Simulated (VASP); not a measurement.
NbRu, 2 atoms in the cell. Symmetry: P4/mmm, No. 123, tetragonal system. The conventional cell has a = 3.145 Å, b = 3.145 Å, c = 3.184 Å, α = 90.00°, β = 90.00°, γ = 90.00°. Within 3.6 Å of Nb (site symmetry 4/mmm) lie 8 Ru at 2.73 Å and 6 Nb at 3.14 to 3.18 Å. Ru (site symmetry 4/mmm) has 8 Nb at 2.73 Å and 6 Ru at 3.14 to 3.18 Å within 3.6 Å. 

```yaml
Program: VASP 6.6.1
Task: single point
Functional: r2SCAN
Potentials_or_basis: VASP PAW PBE potentials, release 64 (Nb_sv, Ru_pv)
Cutoff: 550 eV
k_mesh: 7 × 7 × 7
Occupations: fermi-dirac, width 0.05 eV
Spin: no spin polarisation
Dipole_correction: no
Further_INCAR_settings: ALGO = Normal; EDIFF = 1e-06; NBANDS = 20
```

Potentials or basis: VASP PAW PBE potentials, release 64 (Nb_sv, Ru_pv).

Run with:

```sh
$ cat potpaw_PBE.64/Nb_sv/POTCAR potpaw_PBE.64/Ru_pv/POTCAR > POTCAR
$ cp INCAR.step1 INCAR
$ mpirun -np 1 vasp_std > vasp.out
$ cp INCAR.step2 INCAR
$ mpirun -np 1 vasp_std > vasp.out
```

Hardware: 1 thread of Intel(R) Xeon(R) Platinum 8259CL CPU @ 2.50GHz (Skylake/Cascade Lake) (shared host).

**Question.** Estimate the wall time of this run.

**Answer.** Run time: 54 s on 1 thread of Intel(R) Xeon(R) Platinum 8259CL CPU @ 2.50GHz (Skylake/Cascade Lake), with other jobs on the host, peak memory 0.16 GiB. Counts: k points 40.
